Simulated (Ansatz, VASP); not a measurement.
Two plane-wave programs on CuO

INCAR

```
PREC     = Accurate       # precision mode
ENCUT    = 520            # plane-wave cutoff, eV
EDIFF    = 1E-6           # SCF threshold, eV
ISMEAR   = 0              # smearing method
SIGMA    = 0.05           # smearing width, eV
LREAL    = F              # projectors in reciprocal space
LASPH    = T              # aspherical terms in the spheres
NELM     = 150            # most SCF steps
ALGO     = Normal         # electronic algorithm
ISIF     = 2              # what is computed and relaxed
LWAVE    = F              # write WAVECAR
LCHARG   = F              # write CHGCAR
ISPIN    = 2              # spin polarisation
MAGMOM   = 1 1 0 0        # initial moments
LORBIT   = 11             # projections on sites
LMAXMIX  = 4              # l up to which the mixer works
LDAU     = T              # DFT+U
LDAUTYPE = 2            
LDAUL    = 2 -1           # shell
LDAUU    = 4 0            # U, eV
LDAUJ    = 0 0          
LDAUPRINT= 1            
GGA      = PE             # functional
NBANDS   = 29             # bands
```

The input KPOINTS:

```
regular mesh
0
Gamma
  8 8 6
```

Contents of POSCAR:

```
CuO
1.0
    2.3446497598     -1.7133998245      0.0000000000
    2.3446497598      1.7133998245      0.0000000000
   -0.8605499118      0.0000000000      5.0594394815
Cu O
2 2
Direct
    0.0032000000      0.4968000000      0.0000000000
    0.4968000000      0.0032000000      0.5000000000
    0.5714000000      0.4056000000      0.2537000000
    0.4056000000      0.5714000000      0.7537000000
```

Input for Ansatz:

```yaml
crystal:
  lattice:
    - [2.3446497598, -1.7133998245, 0.0]
    - [2.3446497598, 1.7133998245, 0.0]
    - [-0.8605499118, 0.0, 5.0594394815]
  atoms:
    - { symbol: Cu, position: [0.0032, 0.4968, 0.0], spin: 1.0 }
    - { symbol: Cu, position: [0.4968, 0.0032, 0.5], spin: 1.0 }
    - { symbol: O, position: [0.5714, 0.4056, 0.2537] }
    - { symbol: O, position: [0.4056, 0.5714, 0.7537] }
basis:
  ecutwfc: 420
  ecutrho_ratio: 4
kpoints:
  mp_grid: { grid: [8, 8, 6] }
hamiltonian:
  xc: pbe
  hubbard: { sites: [{ species: Cu, l: d, u_eff: 4.0 }] }
scf:
  occupations: { method: gaussian, width: 0.05 }
  lower_state_search: "off"
output:
  forces: true
  stress: true
  eigenvalues: true
  populations: true
  hubbard: { sites: [{ species: Cu, l: d }] }
magnetization:
  spin_polarized: true
checkpoint:
  read: start.run
  write: ck
  compress: false
  write_wavefunctions: false
  write_every: 100000
```

Alike in both runs: task single point; functional PBE; k mesh 8 × 8 × 6; occupations gaussian, width 0.05 eV; collinear spin; Hubbard terms Cu d U = 4.0 eV.

```csv
,VASP,Ansatz
version,VASP 6.6.1,Ansatz 0.2.0
potentials or method,"VASP PAW PBE potentials, release 64 (Cu, O), cutoff 520 eV","scalar-relativistic, plane waves, PAW"
valence electrons in the cell,34,50
```

```csv
,VASP,Ansatz,Ansatz less VASP
gap on the k mesh at the Fermi level (eV),none,none,-
pressure (GPa),4.9,8.4,+3.54
"traceless stress, the component that is largest in VASP (GPa)",-0.63,-0.68,-0.051
rms of the force components (eV/Å),0.453,0.481,+0.0285
net moment per atom (μB),0.50,0.48,-0.023
size of the moment on the site where the two differ most (μB),0.66,0.60,-0.059
```

Site moments also hang on the region over which each program counts them. The programs project onto different local orbitals, so the same U acts differently, and such runs can settle in different states. Atom by atom the forces differ by 0.029 eV/Å (rms over components). A gap of «none» marks a metal or a gap that the smearing closes. VASP's potentials hold 34 valence electrons a cell and Ansatz's 50, so a difference there can come from the potentials and not from the codes. Ansatz's warnings: filled band counts differ across k points.
